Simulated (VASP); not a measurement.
Ca2Pd (fluorite type), 3 atoms in the cell. The structure is cubic, space group Fm-3m (No. 225). Conventional cell: a = 6.956 Å, b = 6.956 Å, c = 6.956 Å, α = 90.00°, β = 90.00°, γ = 90.00°. Pd (site symmetry m-3m) has 8 Ca at 3.01 Å within 4.0 Å. Within 4.0 Å of Ca (site symmetry -43m) lie 4 Pd at 3.01 Å and 6 Ca at 3.48 Å. 

```yaml
Program: VASP 6.6.1
Task: electric field gradients
Functional: PBEsol
Potentials_or_basis: VASP PAW PBE potentials, release 64 (Pd, Ca_sv)
Cutoff: 400 eV
k_mesh: 9 × 9 × 9
Occupations: fermi-dirac, width 0.05 eV
Spin: no spin polarisation
Dipole_correction: no
Further_INCAR_settings: ALGO = Normal; EDIFF = 1e-08; NBANDS = 22
```

Potentials or basis: VASP PAW PBE potentials, release 64 (Pd, Ca_sv).

Launch:

```sh
$ cat potpaw_PBE.64/Pd/POTCAR potpaw_PBE.64/Ca_sv/POTCAR > POTCAR
$ mpirun -np 1 vasp_std > vasp.out
```

Hardware: 1 thread of Intel(R) Xeon(R) Platinum 8259CL CPU @ 2.50GHz (Skylake/Cascade Lake), on a shared host.

**Question.** Estimate the wall time of this run.

**Answer.** It took 32 s on 1 thread of Intel(R) Xeon(R) Platinum 8259CL CPU @ 2.50GHz (Skylake/Cascade Lake), with other jobs on the host, peak memory 0.19 GiB. Counts: scf iterations 15, k points 35.
